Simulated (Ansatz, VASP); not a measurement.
**One calculation of SnS, two programs**

File INCAR:

```
SYSTEM = SnS
  ALGO = Normal
  EDIFF = 1E-7
  EDIFFG = -0.005
  ENCUT = 500
  GGA = CA
  GGA_COMPAT = .False.
  IBRION = 2
  ISIF = 3
  ISMEAR = 0
  KPAR = 4
  LASPH = .True.
  LCHARG = .False.
  LREAL = .False.
  LWAVE = .False.
  NELM = 120
  NELMIN = 4
  NSW = 100
  PREC = Accurate
  SIGMA = 0.02
```

The input KPOINTS:

```
k-points
0
Gamma
  4 8 6
  0 0 0
```

POSCAR

```
SnS
1.0
   11.2000000000      0.0000000000      0.0000000000
    0.0000000000      3.9870000000      0.0000000000
    0.0000000000      0.0000000000      4.3340000000
Sn S
4 4
Direct
    0.1194000000      0.2500000000      0.1198000000
    0.3806000000      0.7500000000      0.6198000000
    0.6194000000      0.2500000000      0.3802000000
    0.8806000000      0.7500000000      0.8802000000
    0.8508000000      0.2500000000      0.4793000000
    0.6492000000      0.7500000000      0.9793000000
    0.3508000000      0.2500000000      0.0207000000
    0.1492000000      0.7500000000      0.5207000000
```

Input for Ansatz:

```yaml
crystal:
  lattice:
    - [11.2, 0.0, 0.0]
    - [0.0, 3.987, 0.0]
    - [0.0, 0.0, 4.334]
  atoms:
    - { symbol: Sn, position: [0.1194, 0.25, 0.1198] }
    - { symbol: Sn, position: [0.3806, 0.75, 0.6198] }
    - { symbol: Sn, position: [0.6194, 0.25, 0.3802] }
    - { symbol: Sn, position: [0.8806, 0.75, 0.8802] }
    - { symbol: S, position: [0.8508, 0.25, 0.4793] }
    - { symbol: S, position: [0.6492, 0.75, 0.9793] }
    - { symbol: S, position: [0.3508, 0.25, 0.0207] }
    - { symbol: S, position: [0.1492, 0.75, 0.5207] }
basis:
  ecutwfc: 420
kpoints:
  mp_grid: { grid: [4, 8, 6] }
hamiltonian:
  xc: lda
scf:
  occupations: { method: gaussian, width: 0.02 }
output:
  forces: true
  stress: true
  eigenvalues: true
  write_density: true
  write_potential: true
  elf: true
  volumetric_format: npy
relax:
  adjacent_minimum: "off"
  f_tol: 0.005
  max_steps: 80
  cell: { stress_tol: 0.05 }
```

Alike in both runs: task relaxation of cell and atoms; functional LDA; k mesh 4 × 8 × 6; occupations gaussian, width 0.02 eV; no spin polarisation.

|  | VASP | Ansatz |
| --- | --- | --- |
| version | VASP 6.6.1 | Ansatz 0.2.0 |
| potentials or method | VASP PAW LDA potentials, release 64 (Sn_d, S), cutoff 500 eV | scalar-relativistic, plane waves, PAW |
| valence electrons in the cell | 80 | 80 |

Ansatz gave:

* gap on the k mesh at the Fermi level, each at its own relaxed structure (eV): 0.65
* relaxed volume (Å³/atom): 22.69
* relaxed length of the cell vector where the two differ most in proportion (Å): 3.954

**Question.** What did VASP give for the same quantities?

**Answer.** gap on the k mesh at the Fermi level, each at its own relaxed structure (eV): 0.61; relaxed volume (Å³/atom): 22.67; relaxed length of the cell vector where the two differ most in proportion (Å): 3.951.

LDA's correlation is that of Perdew and Zunger in VASP and of Perdew and Wang (1992) in Ansatz.
